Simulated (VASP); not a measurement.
# Yb (Pm-3m) in VASP: a series of runs

Yb is run at these levels: LDA; tasks: single point.

Everything below comes from runs of VASP 6.6.1. Logs are shortened: lines on timing, memory, paths and dates and some standing lists are left out, and cuts for length are marked.

**1. The cell of the first run**

The structure is cubic, space group Pm-3m (No. 221). Conventional cell: a = 3.250 Å, b = 3.250 Å, c = 3.250 Å, α = 90.00°, β = 90.00°, γ = 90.00°. Yb (site symmetry m-3m) has 6 Yb at 3.25 Å within 4.3 Å.

This isn't the form of Yb at room conditions, which is fcc.

**2. Single point, LDA (34.32 Å³/atom)**

INCAR

```
SYSTEM = Yb
PREC     = Accurate       ! precision mode
ENCUT    = 520            ! plane-wave cutoff, eV
EDIFF    = 1E-7           ! SCF threshold, eV
ISMEAR   = -1             ! smearing method
SIGMA    = 0.1            ! smearing width, eV
LREAL    = .False.        ! projectors in reciprocal space
LASPH    = .True.         ! aspherical terms in the spheres
NELM     = 60             ! most SCF steps
ALGO     = Normal         ! electronic algorithm
ISIF     = 2              ! what is computed and relaxed
LWAVE    = .False.        ! write WAVECAR
LCHARG   = .True.         ! write CHGCAR
GGA      = CA             ! functional
LELF     = .True.         ! ELF
LVHAR    = .True.       
NBANDS   = 18             ! bands
```

KPOINTS

```
Automatic mesh
0
Gamma
  11 11 11
  0 0 0
```

POSCAR

```
Yb
1.0
    3.2496941190      0.0000000000      0.0000000000
    0.0000000000      3.2496941190      0.0000000000
    0.0000000000      0.0000000000      3.2496941190
Yb
1
Direct
    0.0000000000      0.0000000000      0.0000000000
```

Potentials or basis: VASP PAW PBE potentials, release 64 (Yb).

Started as:

```sh
cat potpaw_PBE.64/Yb/POTCAR > POTCAR
mpirun -np 1 vasp_std > vasp.out
```

OUTCAR:

```text
SYSTEM = Yb
   PREC = Accurate
   ENCUT = 520
   EDIFF = 1E-7
   ISMEAR = -1
   LREAL = .False.
   LASPH = .True.
   NELM = 60
   ISIF = 2
   GGA = CA

 ion  position               nearest neighbor table
   1  0.000  0.000  0.000-

  LATTYP: Found a simple cubic cell.
 ALAT       =     3.2496941190

  Lattice vectors:

 A1 = (   3.2496941190,   0.0000000000,   0.0000000000)
 A2 = (   0.0000000000,   3.2496941190,   0.0000000000)
 A3 = (   0.0000000000,   0.0000000000,   3.2496941190)

Analysis of symmetry for initial positions (statically):
=====================================================================
 Subroutine PRICEL returns:
 Original cell was already a primitive cell.

 Routine SETGRP: Setting up the symmetry group for a
 simple cubic supercell.

 Subroutine GETGRP returns: Found 48 space group operations
 (whereof 48 operations were pure point group operations)
 out of a pool of 48 trial point group operations.

The static configuration has the point symmetry O_h .

Analysis of symmetry for dynamics (positions and initial velocities):
=====================================================================
 Subroutine PRICEL returns:
 Original cell was already a primitive cell.

 Routine SETGRP: Setting up the symmetry group for a
 simple cubic supercell.

 Subroutine GETGRP returns: Found 48 space group operations
 (whereof 48 operations were pure point group operations)
 out of a pool of 48 trial point group operations.

The dynamic configuration has the point symmetry O_h .

 Subroutine INISYM returns: Found 48 space group operations
 (whereof 48 operations are pure point group operations),
 and found     1 'primitive' translations

----------------------------------------------------------------------------------------

                                     Primitive cell

  volume of cell :      34.3184

  direct lattice vectors                    reciprocal lattice vectors
     3.249694119  0.000000000  0.000000000     0.307721270  0.000000000  0.000000000
     0.000000000  3.249694119  0.000000000     0.000000000  0.307721270  0.000000000
     0.000000000  0.000000000  3.249694119     0.000000000  0.000000000  0.307721270

  length of vectors
     3.249694119  3.249694119  3.249694119     0.307721270  0.307721270  0.307721270

  position of ions in fractional coordinates (direct lattice)
     0.000000000  0.000000000  0.000000000

  ion indices of the primitive-cell ions
   primitive index   ion index
                 1           1

----------------------------------------------------------------------------------------

 KPOINTS: Automatic mesh

Automatic generation of k-mesh.
 Grid dimensions read from file:
 generate k-points for:   11   11   11

 Generating k-lattice:

  Cartesian coordinates                     Fractional coordinates (reciprocal lattice)
     0.027974661  0.000000000  0.000000000     0.090909091  0.000000000  0.000000000
     0.000000000  0.027974661  0.000000000     0.000000000  0.090909091  0.000000000
     0.000000000  0.000000000  0.027974661     0.000000000  0.000000000  0.090909091

  Length of vectors
     0.027974661  0.027974661  0.027974661

  Shift w.r.t. Gamma in fractional coordinates (k-lattice)
     0.000000000  0.000000000  0.000000000

 Subroutine IBZKPT returns following result:
 ===========================================

 Found     56 irreducible k-points:

 Following reciprocal coordinates:
            Coordinates               Weight
  0.000000  0.000000  0.000000      1.000000
  0.090909  0.000000  0.000000      6.000000
  0.181818  0.000000  0.000000      6.000000
  0.272727  0.000000  0.000000      6.000000
  0.363636  0.000000  0.000000      6.000000
  0.454545  0.000000  0.000000      6.000000
[... 16 lines left out ...]
  0.181818  0.090909  0.090909     24.000000
  0.272727  0.090909  0.090909     24.000000
 [... further k-points ...]
   k-points           NKPTS =     56   k-points in BZ     NKDIM =     56   number of bands    NBANDS=     18
   number of dos      NEDOS =    301   number of ions     NIONS =      1
   total plane-waves  NPLWV =  13824
   dimension x,y,z NGX =    24 NGY =   24 NGZ =   24
   dimension x,y,z NGXF=    48 NGYF=   48 NGZF=   48
   ions per type =               1
   NGX,Y,Z   is equivalent  to a cutoff of  12.28, 12.28, 12.28 a.u.
   NGXF,Y,Z  is equivalent  to a cutoff of  24.56, 24.56, 24.56 a.u.
 SYSTEM =  Yb
   PREC   = accura    normal or accurate (medium, high low for compatibility)
   ISTART =      0    job   : 0-new  1-cont  2-samecut
   ICHARG =      2    charge: 1-file 2-atom 10-const
   ISPIN  =      1    spin polarized calculation?
   LNONCOLLINEAR =      F non collinear calculations
   LSORBIT =      F    spin-orbit coupling
   LASPH  =      T    aspherical Exc in radial PAW
   ENCUT  =  520.0 eV  38.22 Ry    6.18 a.u.   6.04  6.04  6.04*2*pi/ulx,y,z
   NELM   =     60;   NELMIN=  2; NELMDL= -5     # of ELM steps
   EDIFF  = 0.1E-06   stopping-criterion for ELM
   LREAL  =      F    real-space projection
   EDIFFG = 0.1E-05   stopping-criterion for IOM
   NSW    =      0    number of steps for IOM
   IBRION =     -1    ionic relax: 0-MD 1-quasi-New 2-CG
   NFREE  =      0    steps in history (QN), initial steepest desc. (CG)
   ISIF   =      2    stress and relaxation
   ISYM   =      2    0-nonsym 1-usesym 2-fastsym
   POTIM  = 0.5000    time-step for ionic-motion
   TEBEG  =    0.0;   TEEND  =   0.0 temperature during run
   PSTRESS=    0.0 pullay stress
   NELECT =      24.0000    total number of electrons
   NUPDOWN=      -1.0000    fix difference up-down
   EMIN   =  10.00;   EMAX   =-10.00  energy-range for DOS
   EFERMI =   0.00;   METHOD = LEGACY
   ISMEAR =    -1;   SIGMA  =   0.10  broadening in eV -4-tet -1-fermi 0-gaus
   EFERMI_NEDOS =   21; number of points for ismear=-14 and -15
   IALGO  =     38    algorithm
   IMIX   =      4    mixing-type and parameters
     AMIX     =   0.40;   BMIX     =  1.00
     AMIX_MAG =   1.60;   BMIX_MAG =  1.00
  volume/ion in A,a.u.               =      34.32       231.59
  Fermi-wavevector in a.u.,A,eV,Ry     =   1.453124  2.746007 28.729656  2.111570
  Thomas-Fermi vector in A             =   2.570427
   LORBIT       =      0    0 simple, 1 ext, 2 COOP (PROOUT), +10 PAW based schemes
   GGA     = CA    functional components
   LHFCALC =     F    Hartree Fock is set to
   AEXX    =    0.0000 exact exchange contribution
   IVDW    =     0    specifies the selected vdW correction
   LEPSILON=     F    determine dielectric tensor
   LRPA    =     F    only Hartree local field effects (RPA)
 non-spin polarized calculation
  energy-cutoff  :      520.00
  volume of cell :       34.32
 maximum number of plane-waves:       940
   NGX = 13   NGY = 13   NGZ = 13

 number of electron      23.9999999 magnetization

 Free energy of the ion-electron system (eV)
  ---------------------------------------------------
  ext. energy  EPLUGINS =         0.00000000
  ---------------------------------------------------
  free energy    TOTEN  =        -3.67396644 eV

  energy without entropy =       -3.60080619  energy(sigma->0) =       -3.63738631

 E-fermi :   1.2683     XC(G=0):  -9.9337

 val. band max:        1.2477982031   @ k =   0.4545   0.4545   0.3636
 cond. band min:       1.2878437337   @ k =   0.4545   0.1818   0.0000
 fundamental gap:      0.0400455307
 Fermi energy:         1.2683264081

 k-point     1 :       0.0000    0.0000    0.0000
  band No.  band energies     occupation
      1     -50.3186      2.00000
      2     -22.5709      2.00000
      3     -22.5709      2.00000
      4     -22.5709      2.00000
      5      -3.7357      2.00000
      6       0.6958      1.99350
[... 10 lines left out ...]
     17       8.3353      0.00000
     18      11.9972      0.00000

 k-point     2 :       0.0909    0.0000    0.0000
  band No.  band energies     occupation
      1     -50.3160      2.00000
      2     -22.6241      2.00000
      3     -22.5664      2.00000
      4     -22.5664      2.00000
      5      -3.5659      2.00000
      6       0.6859      1.99411
[... 10 lines left out ...]
     17       8.3609      0.00000
     18      11.1493      0.00000

 k-point     3 :       0.1818    0.0000    0.0000
  band No.  band energies     occupation
      1     -50.3089      2.00000
      2     -22.7642      2.00000
      3     -22.5544      2.00000
      4     -22.5544      2.00000
      5      -3.0885      2.00000
      6       0.6634      1.99529
[... 10 lines left out ...]
     17       8.4304      0.00000
     18       9.9025      0.00000

 k-point     4 :       0.2727    0.0000    0.0000
  band No.  band energies     occupation
      1     -50.2997      2.00000
      2     -22.9421      2.00000
      3     -22.5386      2.00000
      4     -22.5386      2.00000
      5      -2.3858      2.00000
      6       0.6319      1.99656
[... 10 lines left out ...]
     17       8.5236      0.00000
     18       9.2233      0.00000

 k-point     5 :       0.3636    0.0000    0.0000
  band No.  band energies     occupation
      1     -50.2912      2.00000
      2     -23.1005      2.00000
      3     -22.5241      2.00000
      4     -22.5241      2.00000
      5      -1.5766      2.00000
      6       0.5996      1.99751
[... 10 lines left out ...]
     17       8.6115      0.00000
     18       9.4688      0.00000

 k-point     6 :       0.4545    0.0000    0.0000
  band No.  band energies     occupation
      1     -50.2861      2.00000
      2     -23.1925      2.00000
      3     -22.5154      2.00000
      4     -22.5154      2.00000
      5      -0.8904      2.00000
      6       0.5526      1.99844
[... 307 lines left out ...]
 k-point    21 :       0.4545    0.4545    0.0000
  band No.  band energies     occupation
      1     -50.2543      2.00000
      2     -23.1090      2.00000
      3     -23.1075      2.00000
      4     -22.4626      2.00000
      5       0.1123      1.99998
      6       0.6131      1.99715
[... 10 lines left out ...]
     17       6.0280      0.00000
     18      10.2234      0.00000

 k-point    22 :       0.0909    0.0909    0.0909
  band No.  band energies     occupation
      1     -50.3107      2.00000
      2     -22.6209      2.00000
      3     -22.6117      2.00000
      4     -22.6117      2.00000
      5      -3.2278      2.00000
      6       0.6884      1.99396
[... 10 lines left out ...]
     17       7.6463      0.00000
     18      11.7852      0.00000

 k-point    23 :       0.1818    0.0909    0.0909
  band No.  band energies     occupation
      1     -50.3037      2.00000
      2     -22.7541      2.00000
      3     -22.6048      2.00000
      4     -22.5993      2.00000
      5      -2.7539      2.00000
      6       0.6678      1.99508
[... 10 lines left out ...]
     17       7.6900      0.00000
     18      10.8502      0.00000

 k-point    24 :       0.2727    0.0909    0.0909
  band No.  band energies     occupation
      1     -50.2945      2.00000
      2     -22.9305      2.00000
      3     -22.5884      2.00000
      4     -22.5830      2.00000
      5      -2.0571      2.00000
      6       0.6359      1.99642
[... 10 lines left out ...]
     17       7.8101      0.00000
     18       9.9926      0.00000

 [... further k-points ...]

------------------------ aborting loop because EDIFF is reached ----------------------------------------

  FORCE on cell =-STRESS in cart. coord.  units (eV):
  Direction    XX          YY          ZZ          XY          YZ          ZX
  --------------------------------------------------------------------------------------
  -------------------------------------------------------------------------------------
  Total       -0.3748011     -0.3748011     -0.3748011      0.0000000     -0.0000000      0.0000000
  in kB      -17.4978203    -17.4978203    -17.4978203      0.0000000     -0.0000000      0.0000000
  external PRESSURE =     -17.4978203 kB  Pullay stress =       0.0000000 kB

 VOLUME and BASIS-vectors are now :
 -----------------------------------------------------------------------------
  energy-cutoff  :      520.00
  volume of cell :       34.32
      direct lattice vectors                 reciprocal lattice vectors
     3.249694119  0.000000000  0.000000000     0.307721270  0.000000000  0.000000000
     0.000000000  3.249694119  0.000000000     0.000000000  0.307721270  0.000000000
     0.000000000  0.000000000  3.249694119     0.000000000  0.000000000  0.307721270

 POSITION                                       TOTAL-FORCE (eV/Angst)
 -----------------------------------------------------------------------------------
      0.00000      0.00000      0.00000         0.000000      0.000000      0.000000
 -----------------------------------------------------------------------------------
    total drift:                               -0.000000      0.000000      0.000000

  FREE ENERGIE OF THE ION-ELECTRON SYSTEM (eV)
  ---------------------------------------------------
  free  energy   TOTEN  =        -3.6739664412 eV

  energy  without entropy=       -3.6008061869  energy(sigma->0) =       -3.63738631
```

Run time: 25 s. Hardware: 1 thread of Intel Xeon Platinum 8488C (Sapphire Rapids), shared host; peak memory 0.16 GiB.

Results:

```
Free energy            : -3.6740 eV
Pressure               : -1.7 GPa
Band gap on the k mesh : zero (bands 12 and 13 overlap by 0.30 eV)
```

Levels at points of the mesh, in eV from the Fermi level:
```tsv
k point	band 8	band 9	band 10	band 11	band 12	band 13	band 14	band 15	band 16	band 17
(0.00, 0.00, 0.00)	-0.57	-0.54	-0.54	-0.54	-0.46	0.39	0.39	7.07	7.07	7.07
```

Caveat: the PAW data sets were made with another functional, which shifts forces and pressure a little; spin-orbit coupling is left out, which moves the levels of the heavy elements.

**3. Single point, LDA**

This run uses another cell than the first one, of 30.64 Å³/atom.

INCAR

```
SYSTEM = Yb
  PREC = Accurate
  ENCUT = 520
  EDIFF = 1E-7
  ISMEAR = -1
  SIGMA = 0.1
  LREAL = .FALSE.
  LASPH = .TRUE.
  NELM = 80
  ALGO = Normal
  ISIF = 2
  LWAVE = .FALSE.
  LCHARG = .TRUE.
  GGA = CA
  LELF = .TRUE.
  LVHAR = .TRUE.
  NBANDS = 18
```

KPOINTS

```
regular mesh
0
G
  16 16 16
  0 0 0
```

POSCAR

```
Yb
1.0
    3.1292227350      0.0000000000      0.0000000000
    0.0000000000      3.1292227350      0.0000000000
    0.0000000000      0.0000000000      3.1292227350
Yb
1
Direct
    0.0000000000      0.0000000000      0.0000000000
```

Potentials or basis: VASP PAW PBE potentials, release 64 (Yb).

Started as:

```sh
cat potpaw_PBE.64/Yb/POTCAR > POTCAR
mpirun -np 1 vasp_std > vasp.out
```

Run time: 56 s. Hardware: 1 thread of Intel Xeon Platinum 8488C (Sapphire Rapids), shared host; peak memory 0.21 GiB.

The run converged. Its results:

* Free energy: -3.6981 eV
* Pressure: -0.1 GPa
* Band gap on the k mesh: zero (bands 12 and 13 overlap by 0.38 eV)

Levels at points of the mesh, in eV from the Fermi level:
```csv
k point,band 10,band 11,band 12,band 13,band 14,band 15
"(0.00, 0.00, 0.00)",-0.56,-0.56,-0.46,0.23,0.23,7.73
"(0.50, 0.00, 0.00)",-0.49,-0.45,-0.45,0.45,1.16,4.27
"(0.50, 0.50, 0.00)",-0.54,-0.46,-0.44,0.69,4.44,4.44
"(0.50, 0.50, 0.50)",-0.48,-0.48,0.04,0.04,0.04,6.50
```

Caveat: the PAW data sets were made with another functional, which shifts forces and pressure a little; spin-orbit coupling is left out, which moves the levels of the heavy elements.

**4. Single point, LDA, non-collinear spin, zero start, spin-orbit coupling**

This run uses another cell than the first one, of 30.64 Å³/atom.

INCAR

```
SYSTEM = Yb
ALGO = Normal ; EDIFF = 1E-6
ENCUT = 520 ; GGA = CA
GGA_COMPAT = .FALSE. ; ISIF = 2
ISMEAR = -1 ; LASPH = .TRUE.
LCHARG = .FALSE. ; LMAXMIX = 6
LORBIT = 11 ; LORBMOM = .TRUE.
LREAL = .FALSE. ; LSORBIT = .TRUE.
LWAVE = .FALSE. ; MAGMOM = 0 0 0
NBANDS = 35 ; NELM = 150
PREC = Accurate ; SIGMA = 0.1
```

KPOINTS

```
k-points
0
G
  10 10 10
  0 0 0
```

POSCAR is that of step 3.

Started as:

```sh
cat potpaw_PBE.64/Yb/POTCAR > POTCAR
mpirun -np 1 vasp_ncl > vasp.out
```

Run time: 2.3 min. Hardware: 1 thread of Intel Xeon Platinum 8488C (Sapphire Rapids), shared host; peak memory 0.24 GiB.

The run converged. Its results:

- Free energy: -4.6270 eV
- Pressure: 0.7 GPa
- Net moment: 0.00 μB per cell
- Valence electrons inside the program's atomic spheres: Yb 22.29

Moments on the atoms (μB; x, y, z):
```
Yb  0.00 0.00 0.00
```

Caveat: the PAW data sets were made with another functional, which shifts forces and pressure a little. The state reached can hang on the start; a lower one may exist.

**5. Overview**

```csv
spin,cell,k mesh,gap on the mesh (eV),pressure (GPa)
off,"a = 3.250 Å, 1 atom",11 × 11 × 11,none,-1.7
off,"a = 3.129 Å, 1 atom",16 × 16 × 16,none,-0.1
"non-collinear, zero start, SOC","a = 3.129 Å, 1 atom",10 × 10 × 10,-,0.7
```

Alike in all rows: task single point; level LDA; potentials or basis VASP PAW PBE potentials, release 64 (Yb); cutoff (eV) 520; smearing fermi-dirac 0.1 eV.

Caveats: the PAW data sets were made with another functional, which shifts forces and pressure a little; spin-orbit coupling is left out, which moves the levels of the heavy elements (at least some runs).

Absolute energies hang on the potentials; compare differences alone.

The gap in the log of VASP goes by the Fermi energy; the results here count the filled bands.